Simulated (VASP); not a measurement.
**CoO: single point with PBE**

Crystal: CoO.

```
Co O
1.0
     0.00000    2.12453   -2.12453
     0.00000    2.12453    2.12453
     4.24906    0.00000    0.00000
Co O
2 2
Direct
  0.00000 0.00000 0.00000
  0.50000 0.50000 0.50000
  0.00000 0.00000 0.50000
  0.50000 0.50000 0.00000
```

```yaml
Program: VASP 6.6.1
Task: single point
Functional: PBE
Potentials_or_basis: VASP PAW PBE potentials, release 64 (Co, O)
Cutoff: 520 eV
k_mesh: 10 × 10 × 6
Occupations: gaussian, width 0.05 eV
Spin: collinear spin, ferromagnetic start
Starting_moments: "[3.0, 3.0, 0.0, 0.0] μB"
Dipole_correction: no
Further_INCAR_settings: ALGO = Normal; EDIFF = 1e-06; NBANDS = 27
```

```
Pressure                                              : -0.9 GPa
Net moment                                            : 5.78 μB per cell
Site moments                                          : Co +2.54; O +0.29 μB
Valence electrons inside the program's atomic spheres : Co 7.81; O 4.98
```

Levels at points of the mesh, in eV from the Fermi level:
Spin up:
```tsv
k point	band 15	band 16	band 17	band 18	band 19	band 20	band 21	band 22
(0.00, 0.00, 0.00)	-2.91	-2.39	-2.05	-2.05	1.04	5.93	9.88	11.72
(0.50, 0.00, 0.00)	-1.80	-1.80	0.01	0.01	6.45	6.45	10.50	10.50
(0.50, 0.50, 0.00)	-2.06	-2.06	-2.05	-2.05	5.93	5.93	9.87	9.87
(0.00, 0.00, 0.50)	-1.91	-1.91	-1.76	-1.76	4.87	4.87	12.66	12.66
(0.50, 0.00, 0.50)	0.13	0.13	0.13	0.13	5.09	5.09	9.42	9.42
(0.50, 0.50, 0.50)	-2.06	-2.06	-1.33	-1.33	8.16	8.16	10.06	10.06
```
Spin down:
| k point | band 10 | band 11 | band 12 | band 13 | band 14 | band 15 |
| --- | --- | --- | --- | --- | --- | --- |
| (0.00, 0.00, 0.00) | -1.12 | -1.12 | -1.11 | 0.05 | 0.05 | 0.12 |
| (0.50, 0.00, 0.00) | -0.44 | -0.04 | -0.04 | 0.00 | 0.00 | 0.90 |
| (0.50, 0.50, 0.00) | -2.25 | 0.12 | 0.12 | 0.13 | 0.13 | 0.53 |
| (0.00, 0.00, 0.50) | -1.70 | -0.01 | -0.01 | -0.01 | -0.01 | 0.29 |
| (0.50, 0.00, 0.50) | -0.13 | -0.13 | -0.13 | 0.18 | 0.18 | 2.72 |
| (0.50, 0.50, 0.50) | -0.39 | -0.39 | -0.39 | 0.13 | 0.13 | 0.89 |

It took 97 s on 1 thread of Intel(R) Xeon(R) Platinum 8559C (Emerald Rapids) (shared host), peak memory 0.25 GiB.

Caveat: semilocal functionals often make such compounds metallic where correlation or magnetic order opens a gap, which also shifts bond lengths. With open d or f shells a metallic result of PBE can be an artefact of self-interaction; +U or a hybrid may open a gap.
